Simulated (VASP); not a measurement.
Runs of VASP 6.6.1 on Ga3Sb. The structure is that of space group I4/mmm (No. 139), or close to it. The cells are those of the table. 

```csv
cell,further INCAR settings,gap on the mesh (eV),pressure (GPa)
"a = 5.403 Å, angles 137.1, 137.1, 62.2°, 4 atoms",ALGO = Fast; EDIFF = 1e-06; NBANDS = 30,none,(b)
"a = 5.700 Å, angles 137.1, 137.1, 62.2°, 4 atoms",ALGO = Fast; EDIFF = 1e-06; NBANDS = 30,none,-4.1
"a = 5.059 Å, angles 131.0, 131.0, 71.8°, 4 atoms",ALGO = Fast; EDIFF = 1e-06; NBANDS = 30,none,6.6
"a = 5.556 Å, angles 137.1, 137.1, 62.2°, 4 atoms",ALGO = Fast; EDIFF = 1e-06; NBANDS = 30,none,(a)
"a = 5.202 Å, angles 131.0, 131.0, 71.8°, 4 atoms",ALGO = Fast; EDIFF = 1e-07; NBANDS = 30,none,0.2
```

Alike in all rows: task single point; level PBEsol+D3(BJ); potentials or basis VASP PAW PBE potentials, release 64 (Ga_d, Sb); no spin polarisation; k mesh 14 × 14 × 14; cutoff (eV) 520; smearing gaussian 0.15 eV.

Estimate the missing entries.

(a) 0.1; (b) 6.7.

Caveats: the PAW data sets were made with another functional, which shifts forces and pressure a little; spin-orbit coupling is left out, which moves the levels of the heavy elements; the cell stands under pressure (at least some runs); the cell stands under tension (at least some runs).

A k mesh can miss the band edges, and the runs leave out spin-orbit coupling on Ga, Sb.

A gap of «none» marks levels without a gap at the run's occupations.
